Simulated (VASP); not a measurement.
# Nb (Im-3m) in VASP: notebook

Runs on Nb. Level: r2SCAN. Tasks: single point, relaxation of volume and atoms at fixed shape.

All numbers are computed with VASP 6.6.1; they aren't measurements. Logs are shortened: lines on timing, memory, paths and dates and some standing lists are left out, and cuts for length are marked.

## Step 1: The cell of the first run

It takes space group Im-3m (No. 229, cubic). Conventional cell: a = 3.305 Å, b = 3.305 Å, c = 3.305 Å, α = 90.00°, β = 90.00°, γ = 90.00°. Within 3.8 Å of Nb (site symmetry m-3m) lie 14 Nb at 2.86 to 3.30 Å.

## Step 2: Single point, r2SCAN

File POSCAR:

```
Nb
1.0
   -1.6524924915      1.6524924915      1.6524924915
    1.6524924915     -1.6524924915      1.6524924915
    1.6524924915      1.6524924915     -1.6524924915
Nb
1
Direct
    0.0000000000      0.0000000000      0.0000000000
```

File INCAR.step1:

```
  PREC = Accurate
  ENCUT = 520
  ISMEAR = -1
  SIGMA = 0.1
  LREAL = F
  LASPH = T
  NELM = 100
  NBANDS = 12
  GGA = PE
  ALGO = Normal
  EDIFF = 1E-4
  LWAVE = T
  LCHARG = F
```

File INCAR.step2:

```
  PREC = Accurate
  ENCUT = 520
  EDIFF = 1E-6
  ISMEAR = -1
  SIGMA = 0.1
  LREAL = F
  LASPH = T
  NELM = 100
  ALGO = Normal
  ISIF = 2
  LWAVE = F
  LCHARG = F
  METAGGA = R2SCAN
  LMIXTAU = T
  NBANDS = 12
  ISTART = 1
```

File KPOINTS:

```
Automatic mesh
0
Gamma
  18 18 18
```

Potentials or basis: VASP PAW PBE potentials, release 64 (Nb_sv).

Launch:

```sh
> cat potpaw_PBE.64/Nb_sv/POTCAR > POTCAR
> cp INCAR.step1 INCAR
> mpirun -np 1 vasp_std > vasp.out
> cp INCAR.step2 INCAR
> mpirun -np 1 vasp_std > vasp.out
```

OUTCAR:

```text
PREC = Accurate
   ENCUT = 520
   EDIFF = 1E-6
   ISMEAR = -1
   LREAL = F
   LASPH = T
   NELM = 100
   ISIF = 2
   METAGGA = R2SCAN
   ISTART = 1

 ion  position               nearest neighbor table
   1  0.000  0.000  0.000-

  LATTYP: Found a body centered cubic cell.
 ALAT       =     3.3049849830

  Lattice vectors:

 A1 = (  -1.6524924915,   1.6524924915,   1.6524924915)
 A2 = (   1.6524924915,  -1.6524924915,   1.6524924915)
 A3 = (   1.6524924915,   1.6524924915,  -1.6524924915)

Analysis of symmetry for initial positions (statically):
=====================================================================
 Subroutine PRICEL returns:
 Original cell was already a primitive cell.

 Routine SETGRP: Setting up the symmetry group for a
 body centered cubic supercell.

 Subroutine GETGRP returns: Found 48 space group operations
 (whereof 48 operations were pure point group operations)
 out of a pool of 48 trial point group operations.

The static configuration has the point symmetry O_h .

Analysis of symmetry for dynamics (positions and initial velocities):
=====================================================================
 Subroutine PRICEL returns:
 Original cell was already a primitive cell.

 Routine SETGRP: Setting up the symmetry group for a
 body centered cubic supercell.

 Subroutine GETGRP returns: Found 48 space group operations
 (whereof 48 operations were pure point group operations)
 out of a pool of 48 trial point group operations.

The dynamic configuration has the point symmetry O_h .

 Subroutine INISYM returns: Found 48 space group operations
 (whereof 48 operations are pure point group operations),
 and found     1 'primitive' translations

----------------------------------------------------------------------------------------

                                     Primitive cell

  volume of cell :      18.0501

  direct lattice vectors                    reciprocal lattice vectors
    -1.652492492  1.652492492  1.652492492     0.000000000  0.302573236  0.302573236
     1.652492492 -1.652492492  1.652492492     0.302573236  0.000000000  0.302573236
     1.652492492  1.652492492 -1.652492492     0.302573236  0.302573236  0.000000000

  length of vectors
     2.862200954  2.862200954  2.862200954     0.427903173  0.427903173  0.427903173

  position of ions in fractional coordinates (direct lattice)
     0.000000000  0.000000000  0.000000000

  ion indices of the primitive-cell ions
   primitive index   ion index
                 1           1

----------------------------------------------------------------------------------------

 KPOINTS: Automatic mesh

Automatic generation of k-mesh.
 Grid dimensions read from file:
 generate k-points for:   18   18   18

 Generating k-lattice:

  Cartesian coordinates                     Fractional coordinates (reciprocal lattice)
     0.000000000  0.016809624  0.016809624     0.055555556  0.000000000  0.000000000
     0.016809624  0.000000000  0.016809624     0.000000000  0.055555556  0.000000000
     0.016809624  0.016809624  0.000000000     0.000000000  0.000000000  0.055555556

  Length of vectors
     0.023772399  0.023772399  0.023772399

  Shift w.r.t. Gamma in fractional coordinates (k-lattice)
     0.000000000  0.000000000  0.000000000

 Subroutine IBZKPT returns following result:
 ===========================================

 Found    195 irreducible k-points:

 Following reciprocal coordinates:
            Coordinates               Weight
  0.000000  0.000000  0.000000      1.000000
  0.055556  0.000000  0.000000     12.000000
  0.111111  0.000000  0.000000     12.000000
  0.166667  0.000000  0.000000     12.000000
  0.222222  0.000000  0.000000     12.000000
  0.277778  0.000000  0.000000     12.000000
[... 16 lines left out ...]
  0.333333  0.111111  0.000000     48.000000
  0.388889  0.111111 -0.000000     48.000000
 [... further k-points ...]
   k-points           NKPTS =    195   k-points in BZ     NKDIM =    195   number of bands    NBANDS=     12
   number of dos      NEDOS =    301   number of ions     NIONS =      1
   total plane-waves  NPLWV =  13824
   dimension x,y,z NGX =    24 NGY =   24 NGZ =   24
   dimension x,y,z NGXF=    48 NGYF=   48 NGZF=   48
   ions per type =               1
   NGX,Y,Z   is equivalent  to a cutoff of  13.94, 13.94, 13.94 a.u.
   NGXF,Y,Z  is equivalent  to a cutoff of  27.88, 27.88, 27.88 a.u.
 SYSTEM =  unknown system
   PREC   = accura    normal or accurate (medium, high low for compatibility)
   ISTART =      1    job   : 0-new  1-cont  2-samecut
   ICHARG =      0    charge: 1-file 2-atom 10-const
   ISPIN  =      1    spin polarized calculation?
   LNONCOLLINEAR =      F non collinear calculations
   LSORBIT =      F    spin-orbit coupling
   LASPH  =      T    aspherical Exc in radial PAW
   ENCUT  =  520.0 eV  38.22 Ry    6.18 a.u.   5.32  5.32  5.32*2*pi/ulx,y,z
   NELM   =    100;   NELMIN=  2; NELMDL=  0     # of ELM steps
   EDIFF  = 0.1E-05   stopping-criterion for ELM
   LREAL  =      F    real-space projection
   EDIFFG = 0.1E-04   stopping-criterion for IOM
   NSW    =      0    number of steps for IOM
   IBRION =     -1    ionic relax: 0-MD 1-quasi-New 2-CG
   NFREE  =      0    steps in history (QN), initial steepest desc. (CG)
   ISIF   =      2    stress and relaxation
   ISYM   =      2    0-nonsym 1-usesym 2-fastsym
   POTIM  = 0.5000    time-step for ionic-motion
   TEBEG  =    0.0;   TEEND  =   0.0 temperature during run
   PSTRESS=    0.0 pullay stress
   NELECT =      13.0000    total number of electrons
   NUPDOWN=      -1.0000    fix difference up-down
   EMIN   =  10.00;   EMAX   =-10.00  energy-range for DOS
   EFERMI =   0.00;   METHOD = LEGACY
   ISMEAR =    -1;   SIGMA  =   0.10  broadening in eV -4-tet -1-fermi 0-gaus
   EFERMI_NEDOS =   21; number of points for ismear=-14 and -15
   IALGO  =     38    algorithm
   IMIX   =      4    mixing-type and parameters
     AMIX     =   0.40;   BMIX     =  1.00
     AMIX_MAG =   1.60;   BMIX_MAG =  1.00
  volume/ion in A,a.u.               =      18.05       121.81
  Fermi-wavevector in a.u.,A,eV,Ry     =   1.467449  2.773077 29.298889  2.153408
  Thomas-Fermi vector in A             =   2.583066
   LORBIT       =      0    0 simple, 1 ext, 2 COOP (PROOUT), +10 PAW based schemes
   METAGGA = R2SCAN    functional components
   LHFCALC =     F    Hartree Fock is set to
   AEXX    =    0.0000 exact exchange contribution
   IVDW    =     0    specifies the selected vdW correction
   LEPSILON=     F    determine dielectric tensor
   LRPA    =     F    only Hartree local field effects (RPA)
 non-spin polarized calculation
  energy-cutoff  :      520.00
  volume of cell :       18.05
 maximum number of plane-waves:       498
 NGX is ok and might be reduce to    24
   NGX = 11   NGY = 11   NGZ = 11

 number of electron      13.0000000 magnetization

 Free energy of the ion-electron system (eV)
  ---------------------------------------------------
  ext. energy  EPLUGINS =         0.00000000
  ---------------------------------------------------
  free energy    TOTEN  =       -24.86689025 eV

  energy without entropy =      -24.82091859  energy(sigma->0) =      -24.84390442

 E-fermi :  11.1166     XC(G=0): -13.6142

 val. band max:       11.1138841433   @ k =  -0.2222   0.3333   0.1111
 cond. band min:      11.1184133022   @ k =  -0.4444   0.5000   0.1111
 fundamental gap:      0.0045291589
 Fermi energy:        11.1166189874

 k-point     1 :       0.0000    0.0000    0.0000
  band No.  band energies     occupation
      1     -45.0491      2.00000
      2     -19.5932      2.00000
      3     -19.5932      2.00000
      4     -19.5932      2.00000
      5       4.8231      2.00000
      6      11.5518      0.02543
      7      11.5518      0.02543
      8      11.5518      0.02543
      9      14.6692      0.00000
     10      14.6692      0.00000
     11      25.9786      0.00000
     12      25.9786      0.00000

 k-point     2 :       0.0556    0.0000    0.0000
  band No.  band energies     occupation
      1     -45.0413      2.00000
      2     -19.6402      2.00000
      3     -19.6072      2.00000
      4     -19.5936      2.00000
      5       4.9570      2.00000
      6      11.4674      0.05819
      7      11.5307      0.03131
      8      11.6784      0.00724
      9      14.5361      0.00000
     10      14.6680      0.00000
     11      26.0894      0.00000
     12      26.2110      0.00000

 k-point     3 :       0.1111    0.0000    0.0000
  band No.  band energies     occupation
      1     -45.0186      2.00000
      2     -19.7739      2.00000
      3     -19.6476      2.00000
      4     -19.5947      2.00000
      5       5.3416      2.00000
      6      11.2344      0.47106
      7      11.4436      0.07322
      8      12.0538      0.00017
      9      14.2509      0.00000
     10      14.6721      0.00000
     11      26.3609      0.00000
     12      26.8859      0.00000
[... 286 lines left out ...]
 k-point    23 :       0.3333    0.1111    0.0000
  band No.  band energies     occupation
      1     -44.8045      2.00000
      2     -20.8435      2.00000
      3     -20.0371      2.00000
      4     -19.6666      2.00000
      5       7.7026      2.00000
      6       9.6664      2.00000
      7      11.5944      0.01668
      8      14.3840      0.00000
      9      15.4629      0.00000
     10      17.2635      0.00000
     11      24.2916      0.00000
     12      25.1058      0.00000

 k-point    24 :       0.3889    0.1111   -0.0000
  band No.  band energies     occupation
      1     -44.7823      2.00000
      2     -20.9427      2.00000
      3     -20.0840      2.00000
      4     -19.6688      2.00000
      5       7.6144      2.00000
      6       9.5372      2.00000
      7      12.1903      0.00004
      8      14.5167      0.00000
      9      15.6477      0.00000
     10      18.1142      0.00000
     11      23.6359      0.00000
     12      24.2638      0.00000

 [... further k-points ...]

------------------------ aborting loop because EDIFF is reached ----------------------------------------

  FORCE on cell =-STRESS in cart. coord.  units (eV):
  Direction    XX          YY          ZZ          XY          YZ          ZX
  --------------------------------------------------------------------------------------
  -------------------------------------------------------------------------------------
  Total       -0.0204903     -0.0204903     -0.0204903      0.0000000     -0.0000000      0.0000000
  in kB       -1.8187771     -1.8187771     -1.8187771      0.0000000     -0.0000000      0.0000000
  external PRESSURE =      -1.8187771 kB  Pullay stress =       0.0000000 kB

 VOLUME and BASIS-vectors are now :
 -----------------------------------------------------------------------------
  energy-cutoff  :      520.00
  volume of cell :       18.05
      direct lattice vectors                 reciprocal lattice vectors
    -1.652492492  1.652492492  1.652492492     0.000000000  0.302573236  0.302573236
     1.652492492 -1.652492492  1.652492492     0.302573236  0.000000000  0.302573236
     1.652492492  1.652492492 -1.652492492     0.302573236  0.302573236  0.000000000

 POSITION                                       TOTAL-FORCE (eV/Angst)
 -----------------------------------------------------------------------------------
      0.00000      0.00000      0.00000         0.000000      0.000000      0.000000
 -----------------------------------------------------------------------------------
    total drift:                                0.000000      0.000000     -0.000000

  FREE ENERGIE OF THE ION-ELECTRON SYSTEM (eV)
  ---------------------------------------------------
  free  energy   TOTEN  =       -24.8668902509 eV

  energy  without entropy=      -24.8209185874  energy(sigma->0) =      -24.84390442
```

Wall time 56 s (1 thread of Intel Xeon 6975P-C (Granite Rapids), shared host); peak memory 0.17 GiB.

What came out:

| Quantity | Value |
| --- | --- |
| Free energy | -24.8669 eV |
| Pressure | -0.2 GPa |
| Band gap on the k mesh | zero (an odd number of electrons rules out a gap without spin polarisation) |

Caveat: the PAW data sets were made with another functional, which shifts forces and pressure a little.

## Step 3: Relaxation of volume and atoms at fixed shape, r2SCAN

This run uses another cell than the first one, of 18.43 Å³/atom.

File POSCAR:

```
Nb
1.0
   -1.6639500000      1.6639500000      1.6639500000
    1.6639500000     -1.6639500000      1.6639500000
    1.6639500000      1.6639500000     -1.6639500000
Nb
1
Direct
    0.0000000000      0.0000000000      0.0000000000
```

File INCAR.step1:

```
SYSTEM = Nb
PREC = Accurate
ENCUT = 600
ISMEAR = -1
SIGMA = 0.1
LREAL = .False.
LASPH = .True.
NELM = 60
GGA = PE
ALGO = Normal
EDIFF = 1E-4
LWAVE = .True.
LCHARG = .False.
```

File INCAR.step2:

```
SYSTEM = Nb
PREC = Accurate
ENCUT = 600
EDIFF = 1E-6
ISMEAR = -1
SIGMA = 0.1
LREAL = .False.
LASPH = .True.
NELM = 60
ALGO = Normal
ISIF = 8
LWAVE = .False.
LCHARG = .False.
METAGGA = R2SCAN
LMIXTAU = .True.
IBRION = 2
NSW = 80
EDIFFG = -0.01
ISTART = 1
```

File KPOINTS:

```
regular mesh
0
Gamma
  18 18 18
  0 0 0
```

Potentials or basis: VASP PAW PBE potentials, release 64 (Nb_sv).

Launch:

```sh
> cat potpaw_PBE.64/Nb_sv/POTCAR > POTCAR
> cp INCAR.step1 INCAR
> mpirun -np 1 vasp_std > vasp.out
> cp INCAR.step2 INCAR
> mpirun -np 1 vasp_std > vasp.out
```

Wall time 2.6 min (1 thread of Intel Xeon 6975P-C (Granite Rapids), shared host); peak memory 0.19 GiB.

Results (log left out):

```
Free energy                           : -24.8656 eV
Relaxed volume                        : 18.04 Å³/atom
Relaxed cell                          : a = 2.862 Å, b = 2.862 Å, c = 2.862 Å, α = 109.47°, β = 109.47°, γ = 109.47°
Space group after relaxing (to 0.1 Å) : Im-3m (No. 229)
Energy gained by relaxing             : 4.6 meV/atom
Ionic steps                           : 3
Pressure after relaxing               : -0.1 GPa
Band gap on the k mesh                : zero (an odd number of electrons rules out a gap without spin polarisation)
```

Step by step:
```csv
step,energy change (eV),largest force (eV/Å),pressure (GPa),volume (Å³)
1,0.0000,0.0000,-3.64,18.43
2,0.0112,0.0000,7.42,17.34
3,-0.0046,0.0000,-0.06,18.04
```

Final structure:
```cif
data_structure
_symmetry_space_group_name_H-M 'P 1'
_symmetry_Int_Tables_number 1
_cell_length_a 2.8616
_cell_length_b 2.8616
_cell_length_c 2.8616
_cell_angle_alpha 109.471
_cell_angle_beta 109.471
_cell_angle_gamma 109.471
_cell_volume 18.04
loop_
_atom_site_label
_atom_site_type_symbol
_atom_site_fract_x
_atom_site_fract_y
_atom_site_fract_z
_atom_site_occupancy
Nb1 Nb 0.00000 0.00000 0.00000 1
```

Levels at points of the mesh, in eV from the Fermi level:
```
           k point  band 3  band 4  band 5  band 6  band 7  band 8  band 9  band 10
(0.00, 0.00, 0.00)  -30.71  -30.71   -6.30    0.43    0.43    0.43    3.55     3.55
(0.50, 0.00, 0.00)  -31.16  -30.72   -3.91   -1.71    2.24    3.57    4.30     6.64
(0.50, 0.50, 0.50)  -31.69  -31.69   -3.89   -3.89    5.84    5.84    5.84     9.50
```

Caveat: the PAW data sets were made with another functional, which shifts forces and pressure a little.
